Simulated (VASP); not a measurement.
# NaCl (I4/mmm) in VASP: notebook, part 3 of 3

VASP 6.6.1. The steps go on from the part before.

**6. Single point, PBE (strain +0.080 along x and y, +0.000 along z)**

Contents of INCAR:

```
PREC = Accurate ; ENCUT = 520
EDIFF = 1E-6 ; ISMEAR = 0
SIGMA = 0.05 ; LREAL = F
LASPH = T ; NELM = 80
ALGO = Normal ; ISIF = 2
LWAVE = F ; LCHARG = F
GGA = PE ; NBANDS = 14
```

Contents of KPOINTS:

```
Automatic mesh
0
Gamma
  8 8 8
```

Contents of POSCAR:

```
NaCl
1.0
    0.0000000000      3.0582900000      2.8317500000
    3.0582900000      0.0000000000      2.8317500000
    3.0582900000      3.0582900000      0.0000000000
Na Cl
1 1
Direct
    0.0000000000      0.0000000000      0.0000000000
    0.5000000000      0.5000000000      0.5000000000
```

Potentials or basis: VASP PAW PBE potentials, release 64 (Na_pv, Cl).

On the command line:

```bash
cat potpaw_PBE.64/Na_pv/POTCAR potpaw_PBE.64/Cl/POTCAR > POTCAR
mpirun -np 1 vasp_std > vasp.out
```

OUTCAR:

```text
PREC = Accurate
   ENCUT = 520
   EDIFF = 1E-6
   ISMEAR = 0
   LREAL = F
   LASPH = T
   NELM = 80
   ISIF = 2
   GGA = PE

 ion  position               nearest neighbor table
   1  0.000  0.000  0.000-
   2  0.500  0.500  0.500-

  LATTYP: Found a body centered tetragonal cell.
 ALAT       =     4.3250751957
 C/A-ratio  =     1.3094570022

  Lattice vectors:

 A1 = (   0.0000000000,  -3.0582900000,  -2.8317500000)
 A2 = (   0.0000000000,   3.0582900000,  -2.8317500000)
 A3 = (   3.0582900000,   0.0000000000,   2.8317500000)

Analysis of symmetry for initial positions (statically):
=====================================================================
 Subroutine PRICEL returns:
 Original cell was already a primitive cell.

 Routine SETGRP: Setting up the symmetry group for a
 body centered tetragonal supercell.

 Subroutine GETGRP returns: Found 16 space group operations
 (whereof 16 operations were pure point group operations)
 out of a pool of 16 trial point group operations.

The static configuration has the point symmetry D_4h.

Analysis of symmetry for dynamics (positions and initial velocities):
=====================================================================
 Subroutine PRICEL returns:
 Original cell was already a primitive cell.

 Routine SETGRP: Setting up the symmetry group for a
 body centered tetragonal supercell.

 Subroutine GETGRP returns: Found 16 space group operations
 (whereof 16 operations were pure point group operations)
 out of a pool of 16 trial point group operations.

The dynamic configuration has the point symmetry D_4h.

 Subroutine INISYM returns: Found 16 space group operations
 (whereof 16 operations are pure point group operations),
 and found     1 'primitive' translations

----------------------------------------------------------------------------------------

                                     Primitive cell

  volume of cell :      52.9715

  direct lattice vectors                    reciprocal lattice vectors
     0.000000000  3.058290000  2.831750000    -0.163490055  0.163490055  0.176569259
     3.058290000  0.000000000  2.831750000     0.163490055 -0.163490055  0.176569259
     3.058290000  3.058290000  0.000000000     0.163490055  0.163490055 -0.176569259

  length of vectors
     4.167966625  4.167966625  4.325075196     0.290920435  0.290920435  0.290920435

  position of ions in fractional coordinates (direct lattice)
     0.000000000  0.000000000  0.000000000
     0.500000000  0.500000000  0.500000000

  ion indices of the primitive-cell ions
   primitive index   ion index
                 1           1
                 2           2

----------------------------------------------------------------------------------------

 KPOINTS: Automatic mesh

Automatic generation of k-mesh.
 Grid dimensions read from file:
 generate k-points for:    8    8    8

 Generating k-lattice:

  Cartesian coordinates                     Fractional coordinates (reciprocal lattice)
    -0.020436257  0.020436257  0.022071157     0.125000000  0.000000000  0.000000000
     0.020436257 -0.020436257  0.022071157     0.000000000  0.125000000  0.000000000
     0.020436257  0.020436257 -0.022071157     0.000000000  0.000000000  0.125000000

  Length of vectors
     0.036365054  0.036365054  0.036365054

  Shift w.r.t. Gamma in fractional coordinates (k-lattice)
[... 36 lines left out ...]
   total plane-waves  NPLWV =  32768
   dimension x,y,z NGX =    32 NGY =   32 NGZ =   32
   dimension x,y,z NGXF=    64 NGYF=   64 NGZF=   64
   ions per type =               1   1
   NGX,Y,Z   is equivalent  to a cutoff of  12.76, 12.76, 12.30 a.u.
   NGXF,Y,Z  is equivalent  to a cutoff of  25.53, 25.53, 24.60 a.u.
 SYSTEM =  unknown system
   PREC   = accura    normal or accurate (medium, high low for compatibility)
   ISTART =      0    job   : 0-new  1-cont  2-samecut
   ICHARG =      2    charge: 1-file 2-atom 10-const
   ISPIN  =      1    spin polarized calculation?
   LNONCOLLINEAR =      F non collinear calculations
   LSORBIT =      F    spin-orbit coupling
   LASPH  =      T    aspherical Exc in radial PAW
   ENCUT  =  520.0 eV  38.22 Ry    6.18 a.u.   7.75  7.75  8.04*2*pi/ulx,y,z
   NELM   =     80;   NELMIN=  2; NELMDL= -5     # of ELM steps
   EDIFF  = 0.1E-05   stopping-criterion for ELM
   LREAL  =      F    real-space projection
   EDIFFG = 0.1E-04   stopping-criterion for IOM
   NSW    =      0    number of steps for IOM
   IBRION =     -1    ionic relax: 0-MD 1-quasi-New 2-CG
   NFREE  =      0    steps in history (QN), initial steepest desc. (CG)
   ISIF   =      2    stress and relaxation
   ISYM   =      2    0-nonsym 1-usesym 2-fastsym
   POTIM  = 0.5000    time-step for ionic-motion
   TEBEG  =    0.0;   TEEND  =   0.0 temperature during run
   PSTRESS=    0.0 pullay stress
   NELECT =      14.0000    total number of electrons
   NUPDOWN=      -1.0000    fix difference up-down
   EMIN   =  10.00;   EMAX   =-10.00  energy-range for DOS
   EFERMI =   0.00;   METHOD = LEGACY
   ISMEAR =     0;   SIGMA  =   0.05  broadening in eV -4-tet -1-fermi 0-gaus
   EFERMI_NEDOS =   21; number of points for ismear=-14 and -15
   IALGO  =     38    algorithm
   IMIX   =      4    mixing-type and parameters
     AMIX     =   0.40;   BMIX     =  1.00
     AMIX_MAG =   1.60;   BMIX_MAG =  1.00
  volume/ion in A,a.u.               =      26.49       178.73
  Fermi-wavevector in a.u.,A,eV,Ry     =   1.050598  1.985343 15.017528  1.103757
  Thomas-Fermi vector in A             =   2.185608
   LORBIT       =      0    0 simple, 1 ext, 2 COOP (PROOUT), +10 PAW based schemes
   GGA     = PE    functional components
   LHFCALC =     F    Hartree Fock is set to
   AEXX    =    0.0000 exact exchange contribution
   IVDW    =     0    specifies the selected vdW correction
   LEPSILON=     F    determine dielectric tensor
   LRPA    =     F    only Hartree local field effects (RPA)
 non-spin polarized calculation
 Gauss-broadening in eV      SIGMA  =   0.05
  energy-cutoff  :      520.00
  volume of cell :       52.97
 maximum number of plane-waves:      1442
   NGX = 15   NGY = 15   NGZ = 17

 number of electron      14.0000013 magnetization

 Free energy of the ion-electron system (eV)
  ---------------------------------------------------
  ext. energy  EPLUGINS =         0.00000000
  ---------------------------------------------------
  free energy    TOTEN  =        -6.71182696 eV

  energy without entropy =       -6.71182696  energy(sigma->0) =       -6.71182696

 E-fermi :  -1.2847     XC(G=0):  -7.4722

 val. band max:       -1.5628649776   @ k =   0.0000   0.0000   0.0000
 cond. band min:       2.9557668517   @ k =   0.0000   0.0000   0.0000
 fundamental gap:      4.5186318293
 Fermi energy:        -1.2846782371

 k-point     1 :       0.0000    0.0000    0.0000
  band No.  band energies     occupation
      1     -22.7666      2.00000
      2     -22.7666      2.00000
      3     -22.7501      2.00000
      4     -13.9355      2.00000
      5      -1.6521      2.00000
      6      -1.5629      2.00000
      7      -1.5629      2.00000
      8       2.9558      0.00000
      9       9.1770      0.00000
     10       9.1770      0.00000
     11       9.6818      0.00000
     12      10.8508      0.00000
     13      11.6607      0.00000
     14      12.6538      0.00000
[... 377 lines left out ...]
      1     -22.7736      2.00000
      2     -22.7684      2.00000
      3     -22.7536      2.00000
      4     -13.7761      2.00000
      5      -2.7207      2.00000
      6      -1.8457      2.00000
      7      -1.7827      2.00000
      8       5.1524      0.00000
      9       7.6190      0.00000
     10       8.4481      0.00000
     11       9.6975      0.00000
     12      11.3014      0.00000
     13      12.6250      0.00000
     14      13.4618      0.00000

 [... further k-points ...]

------------------------ aborting loop because EDIFF is reached ----------------------------------------

  FORCE on cell =-STRESS in cart. coord.  units (eV):
  Direction    XX          YY          ZZ          XY          YZ          ZX
  --------------------------------------------------------------------------------------
  -------------------------------------------------------------------------------------
  Total       -0.8522526     -0.8522526     -0.4291989      0.0000000      0.0000000     -0.0000000
  in kB      -25.7772564    -25.7772564    -12.9815614      0.0000000      0.0000000     -0.0000000
  external PRESSURE =     -21.5120247 kB  Pullay stress =       0.0000000 kB

 VOLUME and BASIS-vectors are now :
 -----------------------------------------------------------------------------
  energy-cutoff  :      520.00
  volume of cell :       52.97
      direct lattice vectors                 reciprocal lattice vectors
     0.000000000  3.058290000  2.831750000    -0.163490055  0.163490055  0.176569259
     3.058290000  0.000000000  2.831750000     0.163490055 -0.163490055  0.176569259
     3.058290000  3.058290000  0.000000000     0.163490055  0.163490055 -0.176569259

 POSITION                                       TOTAL-FORCE (eV/Angst)
 -----------------------------------------------------------------------------------
      0.00000      0.00000      0.00000         0.000000     -0.000000      0.000000
      3.05829      3.05829      2.83175        -0.000000      0.000000      0.000000
 -----------------------------------------------------------------------------------
    total drift:                                0.000000     -0.000000      0.000000

  FREE ENERGIE OF THE ION-ELECTRON SYSTEM (eV)
  ---------------------------------------------------
  free  energy   TOTEN  =        -6.7118269638 eV

  energy  without entropy=       -6.7118269638  energy(sigma->0) =       -6.71182696
```

OSZICAR:

```text
N       E                     dE             d eps       ncg     rms          rms(c)
DAV:   1     0.976399890637E+02    0.97640E+02   -0.69480E+03  1652   0.955E+02
DAV:   2     0.227701082775E+01   -0.95363E+02   -0.86316E+02  1812   0.247E+02
DAV:   3    -0.678751327363E+01   -0.90645E+01   -0.90016E+01  2126   0.721E+01
DAV:   4    -0.695517973463E+01   -0.16767E+00   -0.16759E+00  1946   0.107E+01
DAV:   5    -0.695877541682E+01   -0.35957E-02   -0.35953E-02  2230   0.160E+00    0.216E+00
DAV:   6    -0.671900082183E+01    0.23977E+00   -0.42184E-01  2026   0.336E+00    0.158E+00
DAV:   7    -0.670460663527E+01    0.14394E-01   -0.89587E-02  2262   0.159E+00    0.108E+00
DAV:   8    -0.671167874148E+01   -0.70721E-02   -0.12327E-02  1838   0.888E-01    0.280E-01
DAV:   9    -0.671160838682E+01    0.70355E-04   -0.22776E-04  2192   0.116E-01    0.186E-01
DAV:  10    -0.671184506285E+01   -0.23668E-03   -0.62540E-04  1856   0.153E-01    0.907E-02
DAV:  11    -0.671182769901E+01    0.17364E-04   -0.27500E-05  2246   0.391E-02    0.279E-02
DAV:  12    -0.671182696378E+01    0.73523E-06   -0.49042E-06  1946   0.154E-02
   1 F= -.67118270E+01 E0= -.67118270E+01  d E =-.396970E-17
```

Run time: 40 s. Hardware: 1 thread of Intel Xeon 8259CL, shared host; peak memory 0.19 GiB.

What came out:

```
Free energy            : -6.7118 eV
Pressure               : -2.2 GPa
Band gap on the k mesh : 4.52 eV
```

Caveat: the cell differs from its parent crystal (strain +0.080 along x and y, +0.000 along z).

**7. The runs side by side**

| cell | gap on the mesh (eV) | pressure (GPa) |
| --- | --- | --- |
| a = 3.932, b = 3.932, c = 4.165 Å, angles 58.0, 58.0, 64.0°, 2 atoms | 5.05 | 1.6 |
| a = 4.008, b = 4.008, c = 4.165 Å, angles 58.7, 58.7, 62.6°, 2 atoms | 4.90 | -0.1 |
| a = 4.017, b = 4.017, c = 4.325 Å, angles 57.4, 57.4, 65.1°, 2 atoms | 4.79 | 0.3 |
| a = 4.086, b = 4.086, c = 4.165 Å, angles 59.4, 59.4, 61.3°, 2 atoms | 4.77 | -1.2 |
| a = 4.168, b = 4.168, c = 4.325 Å, angles 58.7, 58.7, 62.5°, 2 atoms | 4.52 | -2.2 |

Alike in all rows: task single point; level PBE; potentials or basis VASP PAW PBE potentials, release 64 (Na_pv, Cl); no spin polarisation; k mesh 8 × 8 × 8; cutoff (eV) 520; smearing gaussian 0.05 eV.

Caveats: the stress differs along the axes, from -1 to 6 GPa (at least some runs); the stress differs along the axes, from -2 to 5 GPa (at least some runs).

Absolute energies hang on the potentials; compare differences alone.
